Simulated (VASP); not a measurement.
Here is a VASP 6.6.1 calculation.

Contents of POSCAR:

```
BN
1.0
    2.4982400000      0.0000000000      0.0000000000
   -1.2491200000      2.1635393048      0.0000000000
    0.0000000000      0.0000000000      6.6357000000
N B
2 2
Direct
    0.6666666667      0.3333333333      0.2500000000
    0.3333333333      0.6666666667      0.7500000000
    0.6666666667      0.3333333333      0.7500000000
    0.3333333333      0.6666666667      0.2500000000
```

File INCAR.step1:

```
SYSTEM = BN
PREC = Accurate ; ENCUT = 520
ISMEAR = -1 ; SIGMA = 0.05
LREAL = .FALSE. ; LASPH = .TRUE.
NELM = 80 ; NBANDS = 16
GGA = PE ; ALGO = Normal
EDIFF = 1E-4 ; LWAVE = .TRUE.
LCHARG = .FALSE.
```

Contents of INCAR.step2:

```
SYSTEM = BN
PREC = Accurate ; ENCUT = 520
EDIFF = 1E-7 ; ISMEAR = -1
SIGMA = 0.05 ; LREAL = .FALSE.
LASPH = .TRUE. ; NELM = 80
ALGO = Normal ; ISIF = 2
LWAVE = .FALSE. ; LCHARG = .TRUE.
METAGGA = R2SCAN ; LMIXTAU = .TRUE.
IVDW = 13 ; VDW_S6 = 1.0
VDW_S8 = 0.6018749 ; VDW_A1 = 0.51559235
VDW_A2 = 5.77342911 ; LELF = .TRUE.
LVHAR = .TRUE. ; NBANDS = 16
ISTART = 1
```

KPOINTS

```
Automatic mesh
0
G
  12 12 4
  0 0 0
```

Potentials or basis: VASP PAW PBE potentials, release 64 (N, B).

Run with:

```sh
$ cat potpaw_PBE.64/N/POTCAR potpaw_PBE.64/B/POTCAR > POTCAR
$ cp INCAR.step1 INCAR
$ mpirun -np 1 vasp_std > vasp.out
$ cp INCAR.step2 INCAR
$ mpirun -np 1 vasp_std > vasp.out
```

Question: What does it give for the dispersion energy per atom?

Answer: -0.069 eV.

Question: Predict the pressure.

Answer: 0.5 GPa.

Stress tensor (GPa, compression positive):
```
 1.00  0.00  0.00
 0.00  1.00  0.00
 0.00  0.00 -0.46
```

Caveat: the PAW data sets were made with another functional, which shifts forces and pressure a little.
